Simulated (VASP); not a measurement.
# In in VASP: notebook, part 2 of 2

VASP 6.6.1. Earlier steps stand in the parts before.

### 3 Single point, PBE

Input file INCAR:

```
  PREC = Accurate
  ENCUT = 520
  EDIFF = 1E-6
  ISMEAR = 0
  SIGMA = 0.1
  LREAL = False
  LASPH = True
  NELM = 100
  ALGO = Normal
  ISIF = 2
  LWAVE = False
  LCHARG = False
  LDIPOL = True
  IDIPOL = 3
  DIPOL = 0.5 0.5 0.500
  GGA = PE
  NBANDS = 62
```

Input file KPOINTS:

```
Automatic mesh
0
Gamma
  10 7 1
```

Input file POSCAR:

```
In
1.0
    3.3901944856      0.0000000000      0.0000000000
    0.0000000000      4.7845007580      0.0000000000
    0.0000000000      0.0000000000     26.8656806996
In
8
Direct
    0.5000000000      0.5000000000      0.2791665725
    0.0000000000      0.0000000000      0.3422618375
    0.5000000000      0.5000000000      0.4053571025
    0.0000000000      0.0000000000      0.4684523675
    0.5000000000      0.5000000000      0.5315476325
    0.0000000000      0.0000000000      0.5946428975
    0.5000000000      0.5000000000      0.6577381625
    0.0000000000      0.0000000000      0.7208334275
```

Potentials or basis: VASP PAW PBE potentials, release 64 (In_d).

Command:

```sh
cat potpaw_PBE.64/In_d/POTCAR > POTCAR
mpirun -np 1 vasp_std > vasp.out
```

OUTCAR:

```text
PREC = Accurate
   ENCUT = 520
   EDIFF = 1E-6
   ISMEAR = 0
   LREAL = False
   LASPH = True
   NELM = 100
   ISIF = 2
   GGA = PE

 ion  position               nearest neighbor table
   1  0.500  0.500  0.279-   2 3.39   2 3.39   2 3.39   2 3.39   3 3.39
   2  0.000  0.000  0.342-   1 3.39   1 3.39   1 3.39   1 3.39   3 3.39   3 3.39   3 3.39   3 3.39
                             4 3.39
   3  0.500  0.500  0.405-   2 3.39   4 3.39   2 3.39   4 3.39   2 3.39   4 3.39   2 3.39   4 3.39
                             1 3.39   5 3.39
   4  0.000  0.000  0.468-   3 3.39   5 3.39   3 3.39   5 3.39   3 3.39   5 3.39   3 3.39   5 3.39
                             2 3.39   6 3.39
   5  0.500  0.500  0.532-   4 3.39   6 3.39   4 3.39   6 3.39   4 3.39   6 3.39   4 3.39   6 3.39
                             3 3.39   7 3.39
   6  0.000  0.000  0.595-   5 3.39   7 3.39   5 3.39   7 3.39   5 3.39   7 3.39   5 3.39   7 3.39
                             8 3.39   4 3.39
   7  0.500  0.500  0.658-   8 3.39   8 3.39   8 3.39   8 3.39   6 3.39   6 3.39   6 3.39   6 3.39
                             5 3.39
   8  0.000  0.000  0.721-   7 3.39   7 3.39   7 3.39   7 3.39   6 3.39

  LATTYP: Found a simple orthorhombic cell.
 ALAT       =     3.3901944856
 B/A-ratio  =     1.4112761903
 C/A-ratio  =     7.9245249244

  Lattice vectors:

 A1 = (   3.3901944856,   0.0000000000,   0.0000000000)
 A2 = (   0.0000000000,   4.7845007580,   0.0000000000)
 A3 = (   0.0000000000,   0.0000000000,  26.8656806996)

Analysis of symmetry for initial positions (statically):
=====================================================================
 Subroutine PRICEL returns:
 Original cell was already a primitive cell.

 Routine SETGRP: Setting up the symmetry group for a
 simple orthorhombic supercell.

 Subroutine GETGRP returns: Found  8 space group operations
 (whereof  4 operations were pure point group operations)
 out of a pool of  8 trial point group operations.

The static configuration has the point symmetry C_2v.
 The point group associated with its full space group is D_2h.

Analysis of symmetry for dynamics (positions and initial velocities):
=====================================================================
 Subroutine PRICEL returns:
 Original cell was already a primitive cell.

 Routine SETGRP: Setting up the symmetry group for a
 simple orthorhombic supercell.

 Subroutine GETGRP returns: Found  8 space group operations
 (whereof  4 operations were pure point group operations)
 out of a pool of  8 trial point group operations.

The dynamic configuration has the point symmetry C_2v.
 The point group associated with its full space group is D_2h.

 Subroutine INISYM returns: Found  8 space group operations
 (whereof  4 operations are pure point group operations),
 and found     1 'primitive' translations

----------------------------------------------------------------------------------------

                                     Primitive cell

  volume of cell :     435.7718

  direct lattice vectors                    reciprocal lattice vectors
     3.390194486  0.000000000  0.000000000     0.294968328  0.000000000  0.000000000
     0.000000000  4.784500758  0.000000000     0.000000000  0.209008223  0.000000000
     0.000000000  0.000000000 26.865680700     0.000000000  0.000000000  0.037222210

  length of vectors
     3.390194486  4.784500758 26.865680700     0.294968328  0.209008223  0.037222210

  position of ions in fractional coordinates (direct lattice)
     0.500000000  0.500000000  0.279166573
     0.000000000  0.000000000  0.342261837
[... 78 lines left out ...]
 SYSTEM =  unknown system
   PREC   = accura    normal or accurate (medium, high low for compatibility)
   ISTART =      0    job   : 0-new  1-cont  2-samecut
   ICHARG =      2    charge: 1-file 2-atom 10-const
   ISPIN  =      1    spin polarized calculation?
   LNONCOLLINEAR =      F non collinear calculations
   LSORBIT =      F    spin-orbit coupling
   LASPH  =      T    aspherical Exc in radial PAW
   ENCUT  =  520.0 eV  38.22 Ry    6.18 a.u.   6.30  8.90 49.95*2*pi/ulx,y,z
   NELM   =    100;   NELMIN=  2; NELMDL= -5     # of ELM steps
   EDIFF  = 0.1E-05   stopping-criterion for ELM
   LREAL  =      F    real-space projection
   EDIFFG = 0.1E-04   stopping-criterion for IOM
   NSW    =      0    number of steps for IOM
   IBRION =     -1    ionic relax: 0-MD 1-quasi-New 2-CG
   NFREE  =      0    steps in history (QN), initial steepest desc. (CG)
   ISIF   =      2    stress and relaxation
   ISYM   =      2    0-nonsym 1-usesym 2-fastsym
   POTIM  = 0.5000    time-step for ionic-motion
   TEBEG  =    0.0;   TEEND  =   0.0 temperature during run
   PSTRESS=    0.0 pullay stress
   NELECT =     104.0000    total number of electrons
   NUPDOWN=      -1.0000    fix difference up-down
   EMIN   =  10.00;   EMAX   =-10.00  energy-range for DOS
   EFERMI =   0.00;   METHOD = LEGACY
   ISMEAR =     0;   SIGMA  =   0.10  broadening in eV -4-tet -1-fermi 0-gaus
   EFERMI_NEDOS =   21; number of points for ismear=-14 and -15
   IALGO  =     38    algorithm
   IMIX   =      4    mixing-type and parameters
     AMIX     =   0.40;   BMIX     =  1.00
     AMIX_MAG =   1.60;   BMIX_MAG =  1.00
  volume/ion in A,a.u.               =      54.47       367.59
  Fermi-wavevector in a.u.,A,eV,Ry     =   1.015468  1.918956 14.029991  1.031175
  Thomas-Fermi vector in A             =   2.148756
   LORBIT       =      0    0 simple, 1 ext, 2 COOP (PROOUT), +10 PAW based schemes
   GGA     = PE    functional components
   LHFCALC =     F    Hartree Fock is set to
   AEXX    =    0.0000 exact exchange contribution
   IVDW    =     0    specifies the selected vdW correction
   LEPSILON=     F    determine dielectric tensor
   LRPA    =     F    only Hartree local field effects (RPA)
 non-spin polarized calculation
 Gauss-broadening in eV      SIGMA  =   0.10
  energy-cutoff  :      520.00
  volume of cell :      435.77
 maximum number of plane-waves:     11787
 NGX is ok and might be reduce to    28
   NGX = 13   NGY = 17   NGZ = 99

 dipolmoment           0.000000      0.000000     -0.000000 electrons x Angstroem

 number of electron     104.0000023 magnetization

 dipolmoment           0.000000      0.000000      0.000000 electrons x Angstroem

 Free energy of the ion-electron system (eV)
  ---------------------------------------------------
  ext. energy  EPLUGINS =         0.00000000
  ---------------------------------------------------
  free energy    TOTEN  =       -19.68838773 eV

  energy without entropy =      -19.64999639  energy(sigma->0) =      -19.66919206

 E-fermi :   1.6688     XC(G=0):  -5.7098

 val. band max:        1.6553238422   @ k =   0.0000   0.1429   0.0000
 cond. band min:       1.6741137146   @ k =   0.3000   0.1429   0.0000
 fundamental gap:      0.0187898724
 Fermi energy:         1.6688452492

 k-point     1 :       0.0000    0.0000    0.0000
  band No.  band energies     occupation
      1     -13.0926      2.00000
      2     -13.0572      2.00000
      3     -13.0188      2.00000
      4     -13.0125      2.00000
      5     -12.9748      2.00000
      6     -12.9676      2.00000
[... 1549 lines left out ...]
     61       3.9122      0.00000
     62       3.9122      0.00000

------------------------ aborting loop because EDIFF is reached ----------------------------------------

 vacuum level on the upper side and lower side of the slab       (xc-potential included)        -0.201        -0.201

  FORCE on cell =-STRESS in cart. coord.  units (eV):
  Direction    XX          YY          ZZ          XY          YZ          ZX
  --------------------------------------------------------------------------------------
  -------------------------------------------------------------------------------------
  Total       -2.5569906     -1.8685769     -0.7851465      0.0000000      0.0000000      0.0000000
  in kB       -9.4011423     -6.8700905     -2.8867036      0.0000000      0.0000000      0.0000000
  external PRESSURE =      -6.3859788 kB  Pullay stress =       0.0000000 kB

 VOLUME and BASIS-vectors are now :
 -----------------------------------------------------------------------------
  energy-cutoff  :      520.00
  volume of cell :      435.77
      direct lattice vectors                 reciprocal lattice vectors
     3.390194486  0.000000000  0.000000000     0.294968328  0.000000000  0.000000000
     0.000000000  4.784500758  0.000000000     0.000000000  0.209008223  0.000000000
     0.000000000  0.000000000 26.865680700     0.000000000  0.000000000  0.037222210

 POSITION                                       TOTAL-FORCE (eV/Angst)
 -----------------------------------------------------------------------------------
      1.69510      2.39225      7.50000         0.000000      0.000000      0.098850
      0.00000      0.00000      9.19510         0.000000      0.000000     -0.067794
      1.69510      2.39225     10.89019         0.000000      0.000000      0.029192
      0.00000      0.00000     12.58529         0.000000      0.000000     -0.031968
      1.69510      2.39225     14.28039         0.000000      0.000000      0.031968
      0.00000      0.00000     15.97549         0.000000      0.000000     -0.029192
      1.69510      2.39225     17.67058         0.000000      0.000000      0.067794
      0.00000      0.00000     19.36568         0.000000      0.000000     -0.098850
 -----------------------------------------------------------------------------------
    total drift:                                0.000000      0.000000      0.000000

  FREE ENERGIE OF THE ION-ELECTRON SYSTEM (eV)
  ---------------------------------------------------
  free  energy   TOTEN  =       -19.6883877336 eV

  energy  without entropy=      -19.6499963874  energy(sigma->0) =      -19.66919206

 vacuum level on the upper side and lower side of the slab         5.301         5.301
```

It took 14 min on 1 thread of Intel Xeon 6975P-C (Granite Rapids), shared host; peak memory 0.7 GiB.

What came out:

```
Free energy            : -19.6884 eV
Largest force          : 0.099 eV/Å
Band gap on the k mesh : zero (bands 52 and 53 overlap by 1.68 eV)
```

Forces on the atoms (eV/Å):
```
In   0.000  0.000  0.099
In   0.000  0.000 -0.068
In   0.000  0.000  0.029
In   0.000  0.000 -0.032
In   0.000  0.000  0.032
In   0.000  0.000 -0.029
In   0.000  0.000  0.068
In   0.000  0.000 -0.099
```

Levels at points of the mesh, in eV from the Fermi level:
| k point | band 50 | band 51 | band 52 | band 53 | band 54 | band 55 |
| --- | --- | --- | --- | --- | --- | --- |
| (0.00, 0.00, 0.00) | -1.20 | -0.18 | -0.06 | 0.27 | 0.99 | 1.16 |
| (0.50, 0.00, 0.00) | -1.29 | 0.24 | 0.24 | 1.40 | 1.40 | 1.56 |

Caveat: spin-orbit coupling is left out, which moves the levels of the heavy elements.
